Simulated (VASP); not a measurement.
Runs of VASP 6.6.1 on ScAl3. The structure is that of space group Pm-3m (No. 221), or close to it. The cells are those of the table. 

```csv
level,cell,k mesh,smearing,gap on the mesh (eV),pressure (GPa)
PBE,"a = 4.105 Å, 4 atoms",14 × 14 × 14,gaussian 0.15 eV,none,0.0
PBE,"a = 4.108 Å, 4 atoms",10 × 10 × 10,fermi-dirac 0.15 eV,none,0.0
PBEsol,"a = 4.105 Å, 4 atoms",10 × 10 × 10,gaussian 0.1 eV,none,-2.1
PBE,"a = 4.105 Å, 4 atoms",12 × 12 × 12,gaussian 0.15 eV,none,0.0
PBEsol,"a = 4.105 Å, 4 atoms",14 × 14 × 14,gaussian 0.15 eV,none,-2.0
r2SCAN,"a = 4.105 Å, 4 atoms",10 × 10 × 10,gaussian 0.1 eV,none,(a)
```

Alike in all rows: task single point; potentials or basis VASP PAW PBE potentials, release 64 (Sc_sv, Al); no spin polarisation; cutoff (eV) 520.

**Question.** Estimate the missing entries.

**Answer.** (a) -1.3.

Caveats: the PAW data sets were made with another functional, which shifts forces and pressure a little (at least some runs).

A gap of «none» marks levels without a gap at the run's occupations.
